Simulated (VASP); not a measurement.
# O2 in VASP: a series of runs

Runs on O2. Level: r2SCAN. Tasks: single point, relaxation of the atoms.

Program: VASP 6.6.1. These are calculated values, not measurements. Logs are shortened: lines on timing, memory, paths and dates and some standing lists are left out, and cuts for length are marked.

### 1 The cell of the first run

The cell holds a molecule in a box, 2 atoms: a = 9.000 Å, b = 9.500 Å, c = 10.000 Å, α = 90.00°, β = 90.00°, γ = 90.00°.

### 2 Single point, r2SCAN, collinear spin, ferromagnetic start

Contents of POSCAR:

```
O
1.0
    9.0000000000      0.0000000000      0.0000000000
    0.0000000000      9.5000000000      0.0000000000
    0.0000000000      0.0000000000     10.0000000000
O
2
Direct
    0.5000000000      0.5000000000      0.4397220590
    0.5000000000      0.5000000000      0.5602779410
```

Contents of INCAR.step1:

```
SYSTEM = O
PREC     = Accurate       ! precision mode
ENCUT    = 520            ! plane-wave cutoff, eV
ISMEAR   = 0              ! smearing method
SIGMA    = 0.02           ! smearing width, eV
LREAL    = .FALSE.        ! projectors in reciprocal space
LASPH    = .TRUE.         ! aspherical terms in the spheres
NELM     = 150            ! most SCF steps
ISPIN    = 2              ! spin polarisation
MAGMOM   = 1 1            ! initial moments
NBANDS   = 17             ! bands
GGA      = PE             ! functional
ALGO     = Normal         ! electronic algorithm
EDIFF    = 1E-4           ! SCF threshold, eV
LWAVE    = .TRUE.         ! write WAVECAR
LCHARG   = .FALSE.        ! write CHGCAR
```

Contents of INCAR.step2:

```
SYSTEM = O
PREC     = Accurate       ! precision mode
ENCUT    = 520            ! plane-wave cutoff, eV
EDIFF    = 1E-7           ! SCF threshold, eV
ISMEAR   = 0              ! smearing method
SIGMA    = 0.02           ! smearing width, eV
LREAL    = .FALSE.        ! projectors in reciprocal space
LASPH    = .TRUE.         ! aspherical terms in the spheres
NELM     = 150            ! most SCF steps
ALGO     = Normal         ! electronic algorithm
ISIF     = 2              ! what is computed and relaxed
LWAVE    = .FALSE.        ! write WAVECAR
LCHARG   = .FALSE.        ! write CHGCAR
ISPIN    = 2              ! spin polarisation
MAGMOM   = 1 1            ! initial moments
LORBIT   = 11             ! projections on sites
METAGGA  = R2SCAN         ! meta-GGA
LMIXTAU  = .TRUE.       
NBANDS   = 17             ! bands
ISTART   = 1
```

Contents of KPOINTS:

```
Automatic mesh
0
G
  1 1 1
  0 0 0
```

Potentials or basis: VASP PAW PBE potentials, release 64 (O).

Run with:

```console
$ cat potpaw_PBE.64/O/POTCAR > POTCAR
$ cp INCAR.step1 INCAR
$ mpirun -np 1 vasp_gam > vasp.out
$ cp INCAR.step2 INCAR
$ mpirun -np 1 vasp_gam > vasp.out
```

OUTCAR:

```text
SYSTEM = O
   PREC = Accurate
   ENCUT = 520
   EDIFF = 1E-7
   ISMEAR = 0
   LREAL = .FALSE.
   LASPH = .TRUE.
   NELM = 150
   ISIF = 2
   ISPIN = 2
   LORBIT = 11
   METAGGA = R2SCAN
   ISTART = 1

 ion  position               nearest neighbor table
   1  0.500  0.500  0.440-   2 1.21
   2  0.500  0.500  0.560-   1 1.21

  LATTYP: Found a simple orthorhombic cell.
 ALAT       =     9.0000000000
 B/A-ratio  =     1.0555555556
 C/A-ratio  =     1.1111111111

  Lattice vectors:

 A1 = (   9.0000000000,   0.0000000000,   0.0000000000)
 A2 = (   0.0000000000,   9.5000000000,   0.0000000000)
 A3 = (   0.0000000000,   0.0000000000,  10.0000000000)

Analysis of symmetry for initial positions (statically):
=====================================================================
 Subroutine PRICEL returns:
 Original cell was already a primitive cell.

 Routine SETGRP: Setting up the symmetry group for a
 simple orthorhombic supercell.

 Subroutine GETGRP returns: Found  8 space group operations
 (whereof  8 operations were pure point group operations)
 out of a pool of  8 trial point group operations.

The static configuration has the point symmetry D_2h.

Analysis of symmetry for dynamics (positions and initial velocities):
=====================================================================
 Subroutine PRICEL returns:
 Original cell was already a primitive cell.

 Routine SETGRP: Setting up the symmetry group for a
 simple orthorhombic supercell.

 Subroutine GETGRP returns: Found  8 space group operations
 (whereof  8 operations were pure point group operations)
 out of a pool of  8 trial point group operations.

The dynamic configuration has the point symmetry D_2h.

Analysis of structural, dynamic, and magnetic symmetry:
=====================================================================
 Subroutine PRICEL returns:
 Original cell was already a primitive cell.

 Routine SETGRP: Setting up the symmetry group for a
 simple orthorhombic supercell.

 Subroutine GETGRP returns: Found  8 space group operations
 (whereof  8 operations were pure point group operations)
 out of a pool of  8 trial point group operations.

The overall configuration has the point symmetry D_2h.

 Subroutine INISYM returns: Found  8 space group operations
 (whereof  8 operations are pure point group operations),
[... 89 lines left out ...]
   IALGO  =     38    algorithm
   IMIX   =      4    mixing-type and parameters
     AMIX     =   0.40;   BMIX     =  1.00
     AMIX_MAG =   1.60;   BMIX_MAG =  1.00
  volume/ion in A,a.u.               =     427.50      2884.91
  Fermi-wavevector in a.u.,A,eV,Ry     =   0.394893  0.746240  2.121703  0.155941
  Thomas-Fermi vector in A             =   1.339966
   LORBIT       =     11    0 simple, 1 ext, 2 COOP (PROOUT), +10 PAW based schemes
   METAGGA = R2SCAN    functional components
   LHFCALC =     F    Hartree Fock is set to
   AEXX    =    0.0000 exact exchange contribution
   IVDW    =     0    specifies the selected vdW correction
   LEPSILON=     F    determine dielectric tensor
   LRPA    =     F    only Hartree local field effects (RPA)
 spin polarized calculation
 Gauss-broadening in eV      SIGMA  =   0.02
  energy-cutoff  :      520.00
  volume of cell :      855.00
 maximum number of plane-waves:     11510
 NGX is ok and might be reduce to    70
   NGX = 33   NGY = 35   NGZ = 37

 number of electron      12.0000002 magnetization       2.0000000

 Free energy of the ion-electron system (eV)
  ---------------------------------------------------
  ext. energy  EPLUGINS =         0.00000000
  ---------------------------------------------------
  free energy    TOTEN  =       -11.84886454 eV

  energy without entropy =      -11.84886454  energy(sigma->0) =      -11.84886454

 E-fermi :  -7.1624     XC(G=0):  -0.4306

 val. band max:       -7.2941535717   @ k =   0.0000   0.0000   0.0000
 cond. band min:      -3.8430602359   @ k =   0.0000   0.0000   0.0000
 fundamental gap:      3.4510933357
 Fermi energy:        -7.1623735361

 spin component 1

 k-point     1 :       0.0000    0.0000    0.0000
  band No.  band energies     occupation
      1     -34.5343      1.00000
      2     -21.7323      1.00000
      3     -14.1870      1.00000
      4     -14.1869      1.00000
      5     -13.8950      1.00000
      6      -7.2942      1.00000
[... 9 lines left out ...]
     16       3.1576      0.00000
     17       3.1622      0.00000
 Fermi energy:        -7.1623735361

 spin component 2

 k-point     1 :       0.0000    0.0000    0.0000
  band No.  band energies     occupation
      1     -33.1620      1.00000
      2     -19.3005      1.00000
      3     -12.7888      1.00000
      4     -11.6884      1.00000
      5     -11.6884      1.00000
      6      -3.8431      0.00000
[... 9 lines left out ...]
     16       3.2400      0.00000
     17       3.2418      0.00000

------------------------ aborting loop because EDIFF is reached ----------------------------------------

  FORCE on cell =-STRESS in cart. coord.  units (eV):
  Direction    XX          YY          ZZ          XY          YZ          ZX
  --------------------------------------------------------------------------------------
  -------------------------------------------------------------------------------------
  Total       -0.0767935     -0.0773084      1.6264470     -0.0000000      0.0000000      0.0000000
  in kB       -0.1439027     -0.1448676      3.0477853     -0.0000000      0.0000000      0.0000000
  external PRESSURE =       0.9196717 kB  Pullay stress =       0.0000000 kB

 VOLUME and BASIS-vectors are now :
 -----------------------------------------------------------------------------
  energy-cutoff  :      520.00
  volume of cell :      855.00
      direct lattice vectors                 reciprocal lattice vectors
     9.000000000  0.000000000  0.000000000     0.111111111  0.000000000  0.000000000
     0.000000000  9.500000000  0.000000000     0.000000000  0.105263158  0.000000000
     0.000000000  0.000000000 10.000000000     0.000000000  0.000000000  0.100000000

 POSITION                                       TOTAL-FORCE (eV/Angst)
 -----------------------------------------------------------------------------------
      4.50000      4.75000      4.39722         0.000000      0.000000     -1.430990
      4.50000      4.75000      5.60278         0.000000      0.000000      1.430990
 -----------------------------------------------------------------------------------
    total drift:                                0.000000      0.000000     -0.000000

  FREE ENERGIE OF THE ION-ELECTRON SYSTEM (eV)
  ---------------------------------------------------
  free  energy   TOTEN  =       -11.8488645430 eV

  energy  without entropy=      -11.8488645430  energy(sigma->0) =      -11.84886454

 total charge

# of ion       s       p       d       tot
------------------------------------------
    1        1.615   3.329   0.000   4.944
    2        1.615   3.329   0.000   4.944
--------------------------------------------------
tot          3.230   6.658   0.000   9.888

 magnetization (x)

# of ion       s       p       d       tot
------------------------------------------
    1        0.015   0.816   0.000   0.831
    2        0.015   0.816   0.000   0.831
--------------------------------------------------
tot          0.029   1.632   0.000   1.661
```

It took 3.9 min on 1 thread of Intel Xeon 6975P-C (Granite Rapids), shared host; peak memory 1.3 GiB.

Results:

```yaml
Free_energy: -11.8489 eV
Largest_force: 1.431 eV/Å
Gap_between_the_frontier_levels: 3.45 eV
Net_moment: 2.00 μB per cell
Site_moments: O +0.83 μB
Valence_electrons_inside_the_program's_atomic_spheres: O 4.94
```

Forces in eV/Å, atoms in the order of the input:
```
O    0.000  0.000 -1.431
O    0.000  0.000  1.431
```

Caveat: the standard files for N, O and F lose accuracy on very short bonds; the PAW data sets were made with another functional, which shifts forces and pressure a little.

### 3 Relaxation of the atoms, r2SCAN, collinear spin, ferromagnetic start

Contents of POSCAR:

```
O
1.0
    9.0000000000      0.0000000000      0.0000000000
    0.0000000000      9.5000000000      0.0000000000
    0.0000000000      0.0000000000     10.0000000000
O
2
Direct
    0.5000000000      0.5000000000      0.4385000000
    0.5000000000      0.5000000000      0.5615000000
```

Contents of INCAR.step1:

```
SYSTEM = O
PREC = Accurate
ENCUT = 520
ISMEAR = 0
SIGMA = 0.02
LREAL = .False.
LASPH = .True.
NELM = 150
ISPIN = 2
MAGMOM = 1 1
GGA = PE
ALGO = Normal
EDIFF = 1E-4
LWAVE = .True.
LCHARG = .False.
```

Contents of INCAR.step2:

```
SYSTEM = O
PREC = Accurate
ENCUT = 520
EDIFF = 1E-7
ISMEAR = 0
SIGMA = 0.02
LREAL = .False.
LASPH = .True.
NELM = 150
ALGO = Normal
ISIF = 2
LWAVE = .False.
LCHARG = .False.
ISPIN = 2
MAGMOM = 1 1
LORBIT = 11
METAGGA = R2SCAN
LMIXTAU = .True.
IBRION = 2
NSW = 60
EDIFFG = -0.02
ISTART = 1
```

Contents of KPOINTS:

```
regular mesh
0
Gamma
  1 1 1
  0 0 0
```

Potentials or basis: VASP PAW PBE potentials, release 64 (O).

Run with:

```console
$ cat potpaw_PBE.64/O/POTCAR > POTCAR
$ cp INCAR.step1 INCAR
$ mpirun -np 1 vasp_gam > vasp.out
$ cp INCAR.step2 INCAR
$ mpirun -np 1 vasp_gam > vasp.out
```

Run time: 8.6 min. Hardware: 1 thread of Intel Xeon 6975P-C (Granite Rapids), shared host; peak memory 1.3 GiB.

It converged, with:

```yaml
Free_energy: -11.8607 eV
Energy_gained_by_relaxing: 1.2 meV/atom
Ionic_steps: 3
Largest_force_after_relaxing: 0.009 eV/Å
Gap_between_the_frontier_levels: 3.44 eV
Net_moment: 2.00 μB per cell
Site_moments: O +0.83 μB
Valence_electrons_inside_the_program's_atomic_spheres: O 4.92
```

Forces on the atoms (eV/Å):
```
O    0.000  0.000 -0.009
O    0.000  0.000  0.009
```

Step by step:
```csv
step,energy change (eV),largest force (eV/Å),pressure (GPa)
1,0.0000,0.5829,-0.06
2,0.1041,4.6418,0.32
3,-0.0024,0.0094,-0.01
```

Final structure:
```xyz
2
Lattice="9.0000 0.0000 0.0000 0.0000 9.5000 0.0000 0.0000 0.0000 10.0000" Properties=species:S:1:pos:R:3 pbc="T T T"
O     4.5000    4.7500    4.3888
O     4.5000    4.7500    5.6112
```

Levels at points of the mesh, in eV from the valence-band top:
Spin up:
| k point | band 4 | band 5 | band 6 | band 7 | band 8 | band 9 | band 10 | band 11 |
| --- | --- | --- | --- | --- | --- | --- | --- | --- |
| (0.00, 0.00, 0.00) | -6.60 | -6.41 | 0.00 | 0.00 | 7.48 | 8.80 | 8.98 | 9.20 |
Spin down:
```tsv
k point	band 1	band 2	band 3	band 4	band 5	band 6	band 7	band 8	band 9	band 10
(0.00, 0.00, 0.00)	-25.35	-12.01	-5.32	-4.10	-4.10	3.44	3.44	7.54	8.97	9.02
```

Caveat: the standard files for N, O and F lose accuracy on very short bonds; the PAW data sets were made with another functional, which shifts forces and pressure a little.
